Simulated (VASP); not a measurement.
# Ni3Ge (Pm-3m) in VASP: a series of runs

Runs on Ni3Ge. Level: LDA. Tasks: single point.

Program: VASP 6.6.1. These are calculated values, not measurements. Logs are shortened: lines on timing, memory, paths and dates and some standing lists are left out, and cuts for length are marked.

## Step 1: The cell of the first run

It takes space group Pm-3m (No. 221, cubic). The conventional cell has a = 3.343 Å, b = 3.343 Å, c = 3.343 Å, α = 90.00°, β = 90.00°, γ = 90.00°. Ni (site symmetry 4/mmm) has 8 Ni at 2.36 Å and 4 Ge at 2.36 Å within 3.1 Å. Ge (site symmetry m-3m) has 12 Ni at 2.36 Å within 3.1 Å.

## Step 2: Single point, LDA, collinear spin, ferromagnetic start (9.34 Å³/atom)

File INCAR:

```
PREC = Accurate
ENCUT = 520
EDIFF = 1E-7
ISMEAR = 0
SIGMA = 0.15
LREAL = False
LASPH = True
NELM = 150
ALGO = Normal
ISIF = 2
LWAVE = False
LCHARG = False
ISPIN = 2
MAGMOM = 0.75 0.75 0.75 0
LORBIT = 11
NUPDOWN = 2.25
LMAXMIX = 4
NBANDS = 34
```

File KPOINTS:

```
Automatic mesh
0
Gamma
  12 12 12
```

File POSCAR:

```
Ni3Ge
1.0
    3.3431134987      0.0000000000      0.0000000000
    0.0000000000      3.3431134987      0.0000000000
    0.0000000000      0.0000000000      3.3431134987
Ni Ge
3 1
Direct
    0.5000000000      0.0000000000      0.5000000000
    0.0000000000      0.5000000000      0.5000000000
    0.5000000000      0.5000000000      0.0000000000
    0.0000000000      0.0000000000      0.0000000000
```

Potentials or basis: VASP PAW LDA potentials, release 64 (Ni, Ge_d).

Launch:

```bash
$ cat potpaw_LDA.64/Ni/POTCAR potpaw_LDA.64/Ge_d/POTCAR > POTCAR
$ mpirun -np 1 vasp_std > vasp.out
```

OUTCAR:

```text
PREC = Accurate
   ENCUT = 520
   EDIFF = 1E-7
   ISMEAR = 0
   LREAL = False
   LASPH = True
   NELM = 150
   ISIF = 2
   ISPIN = 2
   LORBIT = 11
   NUPDOWN = 2.25

 ion  position               nearest neighbor table
   1  0.500  0.000  0.500-   2 2.36   3 2.36   4 2.36   3 2.36   4 2.36   2 2.36   3 2.36   3 2.36
                             2 2.36   4 2.36   4 2.36   2 2.36
   2  0.000  0.500  0.500-   1 2.36   3 2.36   4 2.36   3 2.36   4 2.36   1 2.36   4 2.36   4 2.36
                             1 2.36   3 2.36   3 2.36   1 2.36
   3  0.500  0.500  0.000-   1 2.36   2 2.36   4 2.36   1 2.36   2 2.36   1 2.36   4 2.36   1 2.36
                             2 2.36   4 2.36   2 2.36   4 2.36
   4  0.000  0.000  0.000-   1 2.36   2 2.36   3 2.36   1 2.36   2 2.36   2 2.36   3 2.36   2 2.36
                             1 2.36   3 2.36   1 2.36   3 2.36

  LATTYP: Found a simple cubic cell.
 ALAT       =     3.3431134987

  Lattice vectors:

 A1 = (   3.3431134987,   0.0000000000,   0.0000000000)
 A2 = (   0.0000000000,   3.3431134987,   0.0000000000)
 A3 = (   0.0000000000,   0.0000000000,   3.3431134987)

Analysis of symmetry for initial positions (statically):
=====================================================================
 Subroutine PRICEL returns:
 Original cell was already a primitive cell.

 Routine SETGRP: Setting up the symmetry group for a
 simple cubic supercell.

 Subroutine GETGRP returns: Found 48 space group operations
 (whereof 48 operations were pure point group operations)
 out of a pool of 48 trial point group operations.

The static configuration has the point symmetry O_h .

Analysis of symmetry for dynamics (positions and initial velocities):
=====================================================================
 Subroutine PRICEL returns:
 Original cell was already a primitive cell.

 Routine SETGRP: Setting up the symmetry group for a
 simple cubic supercell.

 Subroutine GETGRP returns: Found 48 space group operations
 (whereof 48 operations were pure point group operations)
 out of a pool of 48 trial point group operations.

The dynamic configuration has the point symmetry O_h .

Analysis of structural, dynamic, and magnetic symmetry:
=====================================================================
 Subroutine PRICEL returns:
 Original cell was already a primitive cell.

 Routine SETGRP: Setting up the symmetry group for a
 simple cubic supercell.

 Subroutine GETGRP returns: Found 48 space group operations
 (whereof 48 operations were pure point group operations)
 out of a pool of 48 trial point group operations.

The overall configuration has the point symmetry O_h .

 Subroutine INISYM returns: Found 48 space group operations
 (whereof 48 operations are pure point group operations),
 and found     1 'primitive' translations

----------------------------------------------------------------------------------------

                                     Primitive cell

  volume of cell :      37.3640

  direct lattice vectors                    reciprocal lattice vectors
     3.343113499  0.000000000  0.000000000     0.299122360  0.000000000  0.000000000
     0.000000000  3.343113499  0.000000000     0.000000000  0.299122360  0.000000000
     0.000000000  0.000000000  3.343113499     0.000000000  0.000000000  0.299122360

  length of vectors
     3.343113499  3.343113499  3.343113499     0.299122360  0.299122360  0.299122360

  position of ions in fractional coordinates (direct lattice)
     0.500000000  0.000000000  0.500000000
     0.000000000  0.500000000  0.500000000
     0.500000000  0.500000000  0.000000000
     0.000000000  0.000000000  0.000000000

  ion indices of the primitive-cell ions
   primitive index   ion index
                 1           1
                 2           2
                 3           3
                 4           4

----------------------------------------------------------------------------------------

 KPOINTS: Automatic mesh

Automatic generation of k-mesh.
 Grid dimensions read from file:
 generate k-points for:   12   12   12

 Generating k-lattice:

  Cartesian coordinates                     Fractional coordinates (reciprocal lattice)
     0.024926863  0.000000000  0.000000000     0.083333333  0.000000000  0.000000000
     0.000000000  0.024926863  0.000000000     0.000000000  0.083333333  0.000000000
     0.000000000  0.000000000  0.024926863     0.000000000  0.000000000  0.083333333

  Length of vectors
     0.024926863  0.024926863  0.024926863

  Shift w.r.t. Gamma in fractional coordinates (k-lattice)
     0.000000000  0.000000000  0.000000000

 Subroutine IBZKPT returns following result:
 ===========================================

 Found     84 irreducible k-points:

 Following reciprocal coordinates:
            Coordinates               Weight
  0.000000  0.000000  0.000000      1.000000
  0.083333  0.000000  0.000000      6.000000
  0.166667  0.000000  0.000000      6.000000
  0.250000  0.000000  0.000000      6.000000
  0.333333  0.000000  0.000000      6.000000
  0.416667  0.000000  0.000000      6.000000
[... 16 lines left out ...]
  0.333333  0.333333  0.000000     12.000000
  0.416667  0.333333  0.000000     24.000000
 [... further k-points ...]
   k-points           NKPTS =     84   k-points in BZ     NKDIM =     84   number of bands    NBANDS=     34
   number of dos      NEDOS =    301   number of ions     NIONS =      4
   total plane-waves  NPLWV =  21952
   dimension x,y,z NGX =    28 NGY =   28 NGZ =   28
   dimension x,y,z NGXF=    56 NGYF=   56 NGZF=   56
   ions per type =               3   1
   NGX,Y,Z   is equivalent  to a cutoff of  13.92, 13.92, 13.92 a.u.
   NGXF,Y,Z  is equivalent  to a cutoff of  27.85, 27.85, 27.85 a.u.
 SYSTEM =  unknown system
   PREC   = accura    normal or accurate (medium, high low for compatibility)
   ISTART =      0    job   : 0-new  1-cont  2-samecut
   ICHARG =      2    charge: 1-file 2-atom 10-const
   ISPIN  =      2    spin polarized calculation?
   LNONCOLLINEAR =      F non collinear calculations
   LSORBIT =      F    spin-orbit coupling
   LASPH  =      T    aspherical Exc in radial PAW
   ENCUT  =  520.0 eV  38.22 Ry    6.18 a.u.   6.22  6.22  6.22*2*pi/ulx,y,z
   NELM   =    150;   NELMIN=  2; NELMDL= -5     # of ELM steps
   EDIFF  = 0.1E-06   stopping-criterion for ELM
   LREAL  =      F    real-space projection
   EDIFFG = 0.1E-05   stopping-criterion for IOM
   NSW    =      0    number of steps for IOM
   IBRION =     -1    ionic relax: 0-MD 1-quasi-New 2-CG
   NFREE  =      0    steps in history (QN), initial steepest desc. (CG)
   ISIF   =      2    stress and relaxation
   ISYM   =      2    0-nonsym 1-usesym 2-fastsym
   POTIM  = 0.5000    time-step for ionic-motion
   TEBEG  =    0.0;   TEEND  =   0.0 temperature during run
   PSTRESS=    0.0 pullay stress
   NELECT =      44.0000    total number of electrons
   NUPDOWN=       2.2500    fix difference up-down
   EMIN   =  10.00;   EMAX   =-10.00  energy-range for DOS
   EFERMI =   0.00;   METHOD = LEGACY
   ISMEAR =     0;   SIGMA  =   0.15  broadening in eV -4-tet -1-fermi 0-gaus
   EFERMI_NEDOS =   21; number of points for ismear=-14 and -15
   IALGO  =     38    algorithm
   IMIX   =      4    mixing-type and parameters
     AMIX     =   0.40;   BMIX     =  1.00
     AMIX_MAG =   1.60;   BMIX_MAG =  1.00
  volume/ion in A,a.u.               =       9.34        63.04
  Fermi-wavevector in a.u.,A,eV,Ry     =   1.728786  3.266932 40.663752  2.988701
  Thomas-Fermi vector in A             =   2.803655
   LORBIT       =     11    0 simple, 1 ext, 2 COOP (PROOUT), +10 PAW based schemes
   GGA     = CA    functional components
   LHFCALC =     F    Hartree Fock is set to
   AEXX    =    0.0000 exact exchange contribution
   IVDW    =     0    specifies the selected vdW correction
   LEPSILON=     F    determine dielectric tensor
   LRPA    =     F    only Hartree local field effects (RPA)
 spin polarized calculation
 Gauss-broadening in eV      SIGMA  =   0.15
  energy-cutoff  :      520.00
  volume of cell :       37.36
 maximum number of plane-waves:      1024
 NGX is ok and might be reduce to    28
   NGX = 13   NGY = 13   NGZ = 13

 number of electron      44.0000028 magnetization       2.2500003

 Free energy of the ion-electron system (eV)
  ---------------------------------------------------
  ext. energy  EPLUGINS =         0.00000000
  ---------------------------------------------------
  free energy    TOTEN  =       -24.83795376 eV

  energy without entropy =      -24.80745272  energy(sigma->0) =      -24.82270324

 E-fermi :  12.2245     XC(G=0): -14.8379

 val. band max:       13.8522704615   @ k =   0.3333   0.1667   0.0000
 cond. band min:      12.2270873601   @ k =   0.1667   0.1667   0.0000
 fundamental gap:     -1.6251831014
 Fermi energy:        13.8731962697

 spin component 1

 k-point     1 :       0.0000    0.0000    0.0000
  band No.  band energies     occupation
      1     -11.9457      1.00000
      2     -11.9457      1.00000
      3     -11.9183      1.00000
      4     -11.9183      1.00000
      5     -11.9183      1.00000
      6      -1.2433      1.00000
[... 26 lines left out ...]
     33      27.4850      0.00000
     34      30.7715      0.00000

 k-point     2 :       0.0833    0.0000    0.0000
  band No.  band energies     occupation
      1     -11.9450      1.00000
      2     -11.9423      1.00000
      3     -11.9181      1.00000
      4     -11.9181      1.00000
      5     -11.9181      1.00000
      6      -1.1516      1.00000
[... 26 lines left out ...]
     33      27.1822      0.00000
     34      30.7688      0.00000
[... 775 lines left out ...]
     33      28.1479      0.00000
     34      28.9092      0.00000

 k-point    24 :       0.4167    0.3333    0.0000
  band No.  band energies     occupation
      1     -11.9331      1.00000
      2     -11.9170      1.00000
      3     -11.9147      1.00000
      4     -11.9143      1.00000
      5     -11.8774      1.00000
      6       1.7818      1.00000
[... 26 lines left out ...]
     33      27.8453      0.00000
     34      29.7684      0.00000

 [... further k-points ...]

 spin component 2

 k-point     1 :       0.0000    0.0000    0.0000
  band No.  band energies     occupation
      1     -11.9197      1.00000
      2     -11.9197      1.00000
      3     -11.8920      1.00000
      4     -11.8920      1.00000
      5     -11.8920      1.00000
      6      -1.1012      1.00000
[... 26 lines left out ...]
     33      27.6699      0.00000
     34      31.0625      0.00000

 k-point     2 :       0.0833    0.0000    0.0000
  band No.  band energies     occupation
      1     -11.9190      1.00000
      2     -11.9163      1.00000
      3     -11.8918      1.00000
      4     -11.8918      1.00000
      5     -11.8918      1.00000
      6      -1.0094      1.00000
[... 26 lines left out ...]
     33      27.3727      0.00000
     34      31.0545      0.00000
[... 775 lines left out ...]
     33      28.4392      0.00000
     34      29.1224      0.00000

 k-point    24 :       0.4167    0.3333    0.0000
  band No.  band energies     occupation
      1     -11.9067      1.00000
      2     -11.8914      1.00000
      3     -11.8885      1.00000
      4     -11.8881      1.00000
      5     -11.8523      1.00000
      6       1.9306      1.00000
[... 26 lines left out ...]
     33      28.0630      0.00000
     34      29.9760      0.00000

 [... further k-points ...]
[... 5 lines left out ...]
  --------------------------------------------------------------------------------------
  -------------------------------------------------------------------------------------
  Total       11.4385800     11.4385800     11.4385800     -0.0000000     -0.0000000      0.0000000
  in kB      490.4890678    490.4890678    490.4890678     -0.0000000     -0.0000000      0.0000000
  external PRESSURE =     490.4890678 kB  Pullay stress =       0.0000000 kB

 VOLUME and BASIS-vectors are now :
 -----------------------------------------------------------------------------
  energy-cutoff  :      520.00
  volume of cell :       37.36
      direct lattice vectors                 reciprocal lattice vectors
     3.343113499  0.000000000  0.000000000     0.299122360  0.000000000  0.000000000
     0.000000000  3.343113499  0.000000000     0.000000000  0.299122360  0.000000000
     0.000000000  0.000000000  3.343113499     0.000000000  0.000000000  0.299122360

 POSITION                                       TOTAL-FORCE (eV/Angst)
 -----------------------------------------------------------------------------------
      1.67156      0.00000      1.67156         0.000000      0.000000      0.000000
      0.00000      1.67156      1.67156         0.000000      0.000000      0.000000
      1.67156      1.67156      0.00000         0.000000      0.000000      0.000000
      0.00000      0.00000      0.00000         0.000000      0.000000      0.000000
 -----------------------------------------------------------------------------------
    total drift:                                0.000000      0.000000      0.000000

  FREE ENERGIE OF THE ION-ELECTRON SYSTEM (eV)
  ---------------------------------------------------
  free  energy   TOTEN  =       -24.8379537649 eV

  energy  without entropy=      -24.8074527198  energy(sigma->0) =      -24.82270324

 total charge

# of ion       s       p       d       tot
------------------------------------------
    1        0.561   0.750   8.514   9.825
    2        0.561   0.750   8.514   9.825
    3        0.561   0.750   8.514   9.825
    4        1.101   1.498  10.232  12.831
--------------------------------------------------
tot          2.786   3.747  35.773  42.305

 magnetization (x)

# of ion       s       p       d       tot
------------------------------------------
    1        0.007   0.032   0.655   0.695
    2        0.007   0.032   0.655   0.695
    3        0.007   0.032   0.655   0.695
    4        0.014   0.092   0.003   0.110
--------------------------------------------------
tot          0.036   0.190   1.967   2.194
```

Wall time 95 s (1 thread of Intel Xeon 6975P-C (Granite Rapids), shared host); peak memory 0.26 GiB.

Results:

| Quantity | Value |
| --- | --- |
| Free energy | -24.8380 eV |
| Pressure | 49.0 GPa |
| Net moment | 2.25 μB per cell |
| Site moments | Ni +0.69; Ge +0.11 μB |
| Valence electrons inside the program's atomic spheres | Ni 9.82; Ge 12.83 |

Caveat: the cell stands under pressure; the total moment is fixed, so each spin has its own Fermi level and the state may be an excited one.

(Continued in part 2 of 2.)
